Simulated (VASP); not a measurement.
Wanted: the native input for a VASP 6.6.1 run.

| Quantity | Value |
| --- | --- |
| Task | relaxation of cell and atoms |
| Functional | PBEsol |
| Dispersion | D4 |
| Potentials or basis | VASP PAW PBE potentials, release 64 (Ca_sv, O) |
| Cutoff | 600 eV |
| k mesh | 10 × 10 × 10 |
| Occupations | fermi-dirac, width 0.05 eV |
| Spin | no spin polarisation |
| Dipole correction | no |
| Further INCAR settings | ALGO = Normal; EDIFF = 1e-07; IBRION = 2; EDIFFG = -0.01; NSW = 60; ISIF = 3 |

The structure of CaO lies in POSCAR:

```
CaO
1.0
    0.0000000000      2.4035556960      2.4035556960
    2.4035556960      0.0000000000      2.4035556960
    2.4035556960      2.4035556960      0.0000000000
Ca O
1 1
Direct
    0.0000000000      0.0000000000      0.0000000000
    0.5000000000      0.5000000000      0.5000000000
```

The input as run:

INCAR

```
SYSTEM = CaO
ALGO = Normal
EDIFF = 1E-7
EDIFFG = -0.01
ENCUT = 600
GGA = PS
IBRION = 2
ISIF = 3
ISMEAR = -1
IVDW = 13
LASPH = .TRUE.
LCHARG = .FALSE.
LREAL = .FALSE.
LWAVE = .FALSE.
NELM = 80
NSW = 60
PREC = Accurate
SIGMA = 0.05
```

KPOINTS

```
k-points
0
G
  10 10 10
  0 0 0
```

Potentials or basis: VASP PAW PBE potentials, release 64 (Ca_sv, O).

Run with:

```bash
$ cat potpaw_PBE.64/Ca_sv/POTCAR potpaw_PBE.64/O/POTCAR > POTCAR
$ mpirun -np 1 vasp_std > vasp.out
```

Results of the run:

```yaml
Relaxed_volume: 13.46 Å³/atom
Relaxed_cell: a = 3.364 Å, b = 3.364 Å, c = 3.364 Å, α = 60.00°, β = 60.00°, γ = 60.00°
Space_group_after_relaxing_to_0.1_Å: Fm-3m (No. 225)
Energy_gained_by_relaxing: 4.7 meV/atom
Ionic_steps: 3
Pressure_after_relaxing: 0.0 GPa
Band_gap_on_the_k_mesh: 3.52 eV (least direct gap 3.89 eV)
Dispersion_energy_per_atom: -0.098 eV
```

Caveat: the PAW data sets were made with another functional, which shifts forces and pressure a little.

It took 58 s on 1 thread of Intel(R) Xeon(R) Platinum 8375C CPU @ 2.90GHz (Ice Lake) (shared host), peak memory 0.18 GiB.
